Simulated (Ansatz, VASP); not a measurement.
# Two plane-wave programs on HC6

INCAR

```
SYSTEM = HC6
PREC = Accurate ; ENCUT = 520
EDIFF = 1E-6 ; ISMEAR = 0
SIGMA = 0.1 ; LREAL = .FALSE.
LASPH = .TRUE. ; NELM = 100
ALGO = Normal ; ISIF = 2
LWAVE = .FALSE. ; LCHARG = .FALSE.
LDIPOL = .TRUE. ; IDIPOL = 3
DIPOL = 0.5 0.5 0.299 ; NBANDS = 38
```

The input KPOINTS:

```
Automatic mesh
0
G
  6 3 1
  0 0 0
```

Contents of POSCAR:

```
HC6
1.0
    4.8895256614      0.0000000000      0.0000000000
   -1.2223814153      8.7849592876      0.0000000000
    0.0000000000      0.0000000000     22.7474729025
C H
12 2
Direct
    0.0193612757      0.0774451030      0.1758437088
    0.5193612758      0.0774451030      0.1758437088
    0.2742015947      0.0968063788      0.2059542860
    0.7742015947      0.0968063788      0.2059542860
    0.2838822326      0.1355289303      0.2661754406
    0.7838822326      0.1355289303      0.2661754406
    0.0386279421      0.1545151615      0.2955067254
    0.5386279421      0.1545151615      0.2955067254
    0.0488684834      0.1954807970      0.3583587359
    0.5488684834      0.1954807970      0.3583587359
    0.3031723044      0.2126952264      0.3845470194
    0.8031723044      0.2126952264      0.3845470194
    0.0488684834      0.1436746019      0.4043294366
    0.0488684834      0.2472869921      0.4043294366
```

Input for Ansatz:

```yaml
crystal:
  lattice:
    - [4.8895256614, 0.0, 0.0]
    - [-1.2223814153, 8.7849592876, 0.0]
    - [0.0, 0.0, 22.7474729025]
  atoms:
    - { symbol: C, position: [0.0193612757, 0.077445103, 0.1758437088] }
    - { symbol: C, position: [0.5193612758, 0.077445103, 0.1758437088] }
    - { symbol: C, position: [0.2742015947, 0.0968063788, 0.205954286] }
    - { symbol: C, position: [0.7742015947, 0.0968063788, 0.205954286] }
    - { symbol: C, position: [0.2838822326, 0.1355289303, 0.2661754406] }
    - { symbol: C, position: [0.7838822326, 0.1355289303, 0.2661754406] }
    - { symbol: C, position: [0.0386279421, 0.1545151615, 0.2955067254] }
    - { symbol: C, position: [0.5386279421, 0.1545151615, 0.2955067254] }
    - { symbol: C, position: [0.0488684834, 0.195480797, 0.3583587359] }
    - { symbol: C, position: [0.5488684834, 0.195480797, 0.3583587359] }
    - { symbol: C, position: [0.3031723044, 0.2126952264, 0.3845470194] }
    - { symbol: C, position: [0.8031723044, 0.2126952264, 0.3845470194] }
    - { symbol: H, position: [0.0488684834, 0.1436746019, 0.4043294366] }
    - { symbol: H, position: [0.0488684834, 0.2472869921, 0.4043294366] }
basis:
  ecutwfc: 420
kpoints:
  mp_grid: { grid: [6, 3, 1] }
hamiltonian:
  xc: lda
scf:
  occupations: { method: gaussian, width: 0.1 }
output:
  forces: true
  eigenvalues: true
efield:
  axis: 3
  dipole_correction: true
  ramp_width: 0.04
```

Alike in both runs: task single point; functional LDA; k mesh 6 × 3 × 1; occupations gaussian, width 0.1 eV; no spin polarisation.

|  | VASP | Ansatz |
| --- | --- | --- |
| version | VASP 6.6.1 | Ansatz 0.2.0 |
| potentials or method | VASP PAW LDA potentials, release 64 (C, H), cutoff 520 eV | scalar-relativistic, plane waves, PAW |
| valence electrons in the cell | 50 | 50 |

Ansatz gave:

* gap on the k mesh at the Fermi level (eV): none
* rms of the force components (eV/Å): 3.110

Question: Which values does VASP return?

Answer: gap on the k mesh at the Fermi level (eV): none; rms of the force components (eV/Å): 3.128.

LDA's correlation is that of Perdew and Zunger in VASP and of Perdew and Wang (1992) in Ansatz. Atom by atom the forces differ by 0.034 eV/Å (rms over components). A gap of «none» marks a metal or a gap that the smearing closes.
